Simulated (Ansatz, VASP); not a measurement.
**One calculation of CoSi2, two programs**

The input INCAR:

```
SYSTEM = CoSi2
PREC = Accurate
ENCUT = 520
EDIFF = 1E-7
ISMEAR = 0
SIGMA = 0.15
LREAL = .False.
LASPH = .True.
NELM = 80
ALGO = Normal
ISIF = 2
LWAVE = .False.
LCHARG = .True.
GGA = PE
LELF = .True.
LVHAR = .True.
NBANDS = 16
```

Contents of KPOINTS:

```
Automatic mesh
0
Gamma
  12 12 12
  0 0 0
```

Contents of POSCAR:

```
CoSi2
1.0
    0.0000000000      2.6801763726      2.6801763726
    2.6801763726      0.0000000000      2.6801763726
    2.6801763726      2.6801763726      0.0000000000
Co Si
1 2
Direct
   -0.0208035254      0.0208035254     -0.0208035254
    0.2871244225      0.2128755775      0.2565294210
    0.7565294210      0.7434705790      0.7871244225
```

Input for Ansatz:

```yaml
crystal:
  lattice:
    - [0.0, 2.6801763726, 2.6801763726]
    - [2.6801763726, 0.0, 2.6801763726]
    - [2.6801763726, 2.6801763726, 0.0]
  atoms:
    - { symbol: Co, position: [-0.0208035254, 0.0208035254, -0.0208035254] }
    - { symbol: Si, position: [0.2871244225, 0.2128755775, 0.256529421] }
    - { symbol: Si, position: [0.756529421, 0.743470579, 0.7871244225] }
basis:
  ecutwfc: 520.0
kpoints:
  mp_grid: { grid: [12, 12, 12] }
hamiltonian:
  xc: pbe
  pseudopotentials: { kind: paw, azcp: { folder: soft_1 } }
scf:
  occupations: { method: gaussian, width: 0.15 }
output:
  forces: true
  stress: true
  eigenvalues: true
```

Change from the starting cell: mode 4 frozen in at -0.082 Å and mode 8 at -0.117 Å (largest displacements).

Alike in both runs: task single point; functional PBE; k mesh 12 × 12 × 12; occupations gaussian, width 0.15 eV; no spin polarisation.

```csv
,VASP,Ansatz
version,VASP 6.6.1,Ansatz 0.2.0
potentials or method,"VASP PAW PBE potentials, release 64 (Co, Si), cutoff 520 eV","scalar-relativistic, plane waves, PAW"
valence electrons in the cell,17,25
```

Ansatz gave:

- gap on the k mesh at the Fermi level (eV): none
- pressure (GPa): 5.3
- traceless stress, the component that is largest in VASP (GPa): 6.46
- rms of the force components (eV/Å): 1.243

**Question.** Estimate VASP's values.

**Answer.** gap on the k mesh at the Fermi level (eV): none; pressure (GPa): 5.1; traceless stress, the component that is largest in VASP (GPa): 6.49; rms of the force components (eV/Å): 1.249.

Atom by atom the forces differ by 0.007 eV/Å (rms over components). A gap of «none» marks a metal or a gap that the smearing closes. VASP's potentials hold 17 valence electrons a cell and Ansatz's 25, so a difference there can come from the potentials and not from the codes.
